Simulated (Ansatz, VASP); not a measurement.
**SnO: VASP beside Ansatz**

Contents of INCAR:

```
ALGO = Normal ; EDIFF = 1E-6
ENCUT = 910 ; GGA_COMPAT = False
ISIF = 2 ; ISMEAR = 0
LASPH = True ; LCHARG = False
LREAL = False ; LWAVE = False
NBANDS = 28 ; NELM = 120
PREC = Accurate ; SIGMA = 0.01
```

Contents of KPOINTS:

```
k-points
0
Gamma
  8 4 6
```

The input POSCAR:

```
SnO
1.0
    3.3031148357      0.0000000000      0.0000000000
    0.0000000000      5.7577048997      0.0000000000
    0.0000000000      0.0000000000      4.0008071511
Sn O
2 2
Direct
    0.0000000000      0.2294420330      0.5172649307
    0.5000000000      0.7705579670      0.0172649307
    0.0000000000      0.8935339453      0.7327360693
    0.5000000000      0.1064660547      0.2327360693
```

Input for Ansatz:

```yaml
crystal:
  lattice:
    - [3.3031148357, 0.0, 0.0]
    - [0.0, 5.7577048997, 0.0]
    - [0.0, 0.0, 4.0008071511]
  atoms:
    - { symbol: Sn, position: [0.0, 0.229442033, 0.5172649307] }
    - { symbol: Sn, position: [0.5, 0.770557967, 0.0172649307] }
    - { symbol: O, position: [0.0, 0.8935339453, 0.7327360693] }
    - { symbol: O, position: [0.5, 0.1064660547, 0.2327360693] }
kpoints:
  mp_grid: { grid: [8, 4, 6] }
  band_path:
    path:
      - [0.0, 0.0, 0.0]
      - [0.5, 0.0, 0.0]
      - [0.5, 0.5, 0.0]
      - [0.0, 0.5, 0.0]
      - [0.0, 0.0, 0.5]
      - [0.5, 0.0, 0.5]
      - [0.5, 0.5, 0.5]
      - [0.0, 0.5, 0.5]
      - [0.398438, -0.5, 0.0]
    npoints: 1
hamiltonian:
  xc: lda
scf:
  occupations: { method: fixed }
  n_extra_bands: 5
output:
  forces: true
  stress: true
  eigenvalues: true
```

Alike in both runs: task single point; functional LDA; k mesh 8 × 4 × 6; no spin polarisation.

|  | VASP | Ansatz |
| --- | --- | --- |
| version | VASP 6.6.1 | Ansatz 0.2.0 |
| potentials or method | VASP PAW LDA potentials, release 64 (Sn_d, O_h) | plane waves, PAW |
| plane-wave cutoff (eV) | 910 | 420 |
| occupations | gaussian, width 0.01 eV | fixed |
| valence electrons in the cell | 40 | 40 |

Ansatz gave:

```
gap on the k mesh at the Fermi level (eV) : 1.39
rms of the force components (eV/Å)        : 0.063
```

Task: What did VASP give for the same quantities?

Result: gap on the k mesh at the Fermi level (eV): 1.37; rms of the force components (eV/Å): 0.022.

LDA's correlation is that of Perdew and Zunger in VASP and of Perdew and Wang (1992) in Ansatz. Atom by atom the forces differ by 0.043 eV/Å (rms over components).

Noted on VASP's run: the cutoff is short for stress, so the pressure is rough.
